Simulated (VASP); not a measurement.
The system is B3As2.

```
B As
1.0
     3.29344   -3.59941    0.00000
     3.29344    3.59941    0.00000
     0.00000    0.00000    3.64910
B As
3 2
Direct
  0.89771 0.89771 0.00000
  0.10229 0.10229 0.00000
  0.50000 0.50000 0.50000
  0.00000 0.50000 0.00000
  0.50000 0.00000 0.00000
```

```yaml
Program: VASP 6.6.1
Task: relaxation of cell and atoms
Functional: PBE
Potentials_or_basis: VASP PAW PBE potentials, release 64 (B, As)
Cutoff: 600 eV
k_mesh: 4 × 4 × 6
Occupations: gaussian, width 0.1 eV
Spin: no spin polarisation
```

At the start: pressure -0.4 GPa; volume 17.30 Å³/atom.

**Question.** How do energy, volume and symmetry change on relaxing?

**Answer.** Over 29 steps the energy falls by 481.8 meV/atom and the volume is 13.33 Å³/atom (-23.0 %); space group Cmmm (No. 65, to 0.05 Å).

The path:
```tsv
step	energy change (eV)	largest force (eV/Å)	pressure (GPa)	volume (Å³)
1	0.0000	10.6191	-0.36	86.52
2	2.0085	2.6678	12.63	85.19
3	0.8182	3.3981	2.89	85.70
4	-0.0398	3.7401	-2.32	86.00
5	-1.0761	2.3008	-5.78	86.32
6	-1.1736	0.7633	-5.40	86.43
7	-1.1992	0.5716	-5.80	86.40
8	-1.2003	0.3719	-5.75	86.40
9	-1.3576	0.7709	-0.03	80.05
10	-1.3578	0.7871	0.19	79.84
11	-1.4987	0.4797	1.46	76.78
12	-1.5047	3.8890	5.47	71.31
13	-1.5589	1.8735	2.94	74.23
14	-1.6066	1.8174	2.84	73.65
15	-1.7372	1.6678	3.02	71.84
16	-2.0599	0.8601	4.21	67.99
17	-2.0393	0.1770	15.86	59.38
18	-2.0609	0.3817	10.02	61.89
19	-2.1859	0.2413	6.15	63.41
20	-2.3221	1.4139	-2.14	67.97
21	-2.3365	1.2356	-0.44	66.76
22	-2.3787	0.2464	-1.66	67.88
23	-2.3794	0.3658	-1.56	67.75
24	-2.3892	0.0022	-0.59	67.11
25	-2.3899	0.1212	-0.28	66.92
26	-2.3909	0.0629	-0.07	66.76
27	-2.4087	0.0257	0.31	66.56
28	-2.4087	0.0180	0.27	66.58
29	-2.4090	0.0075	0.17	66.65
```

Final structure:
```yaml
crystal:
  lattice:
    - [3.96127, -3.43590, 0.00000]
    - [3.96127, 3.43590, 0.00000]
    - [0.00000, 0.00000, 2.44864]
  atoms:
    - { symbol: B, position: [0.89965, 0.89965, 0.00000] }
    - { symbol: B, position: [0.10035, 0.10035, 0.00000] }
    - { symbol: B, position: [0.50000, 0.50000, 0.50000] }
    - { symbol: As, position: [0.00000, 0.50000, 0.00000] }
    - { symbol: As, position: [0.50000, 0.00000, 0.00000] }
```

Caveat: the volume moved by over 15 % at a fixed basis, so the end points are rough.
